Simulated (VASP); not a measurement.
Wanted: the native input for a VASP 6.6.1 run.

```yaml
Task: single point
Functional: PBE
Potentials_or_basis: VASP PAW PBE potentials, release 64 (Al, N)
Cutoff: 520 eV
k_mesh: 6 × 6 × 2
Occupations: gaussian, width 0.05 eV
Spin: no spin polarisation
Dipole_correction: no
Further_INCAR_settings: LREAL = Auto; ALGO = Normal; EDIFF = 1e-06; NBANDS = 62
```

The structure of Al12N11 (a cell with a defect) lies in POSCAR:

```
Al12N11
1.0
    0.0000000000     -5.7405226851      0.0000000000
    4.9714384763      2.8702613426      0.0000000000
    0.0000000000      0.0000000000      8.3737655613
Al N
12 11
Direct
    0.3333333555      0.3333333014      0.3871678728
    0.3333333555      0.3333333014      0.8628321329
    0.6666666452      0.0000000000      0.3674743432
    0.6666666452      0.0000000000      0.8825256625
   -0.0000001083      0.6666666028      0.3674743432
   -0.0000001083      0.6666666028      0.8825256625
    0.6518399274      0.6518399082      0.1250000364
    0.6711872698      0.6711872260      0.6249999432
    1.0148266994      0.3333333014      0.1250000364
    0.9954795064      0.3333333014      0.6249999432
    0.3333334329      1.0148267999      0.1250000364
    0.3333332834      0.9954794822      0.6249999432
    0.3333333555      0.3333333014      0.6249999432
    0.6666666452      0.0000000000      0.1250000364
    0.6666666452      0.0000000000      0.6249999432
   -0.0000001083      0.6666666028      0.1250000364
   -0.0000001083      0.6666666028      0.6249999432
    0.6634040080      0.6634039656      0.3752598490
    0.6634040080      0.6634039656      0.8747401568
    1.0032625956      0.3333333014      0.3752598490
    1.0032625956      0.3333333014      0.8747401568
    0.3333334561      1.0032627425      0.3752598490
    0.3333334561      1.0032627425      0.8747401568
```

One way to write it, as run:

INCAR

```
SYSTEM = Al12N11
PREC = Accurate
ENCUT = 520
EDIFF = 1E-6
ISMEAR = 0
SIGMA = 0.05
LREAL = Auto
LASPH = .True.
NELM = 60
ALGO = Normal
ISIF = 2
LWAVE = .False.
LCHARG = .False.
GGA = PE
NBANDS = 62
```

KPOINTS

```
Automatic mesh
0
Gamma
  6 6 2
  0 0 0
```

Potentials or basis: VASP PAW PBE potentials, release 64 (Al, N).

The run is started by

```sh
$ cat potpaw_PBE.64/Al/POTCAR potpaw_PBE.64/N/POTCAR > POTCAR
$ mpirun -np 1 vasp_std > vasp.out
```

Results of the run:

* Pressure: -0.2 GPa
* Largest force: 0.015 eV/Å
* Band gap on the k mesh: zero (an odd number of electrons rules out a gap without spin polarisation)

Caveat: the k points lie up to 0.38 Å⁻¹ apart, too coarse for converged energies and pressures of a metal; an odd number of electrons without spin polarisation forces a metal; a magnetic or distorted state may lie lower.

Run time: 13 min on 1 thread of Intel Xeon 8259CL (shared host), peak memory 0.43 GiB.
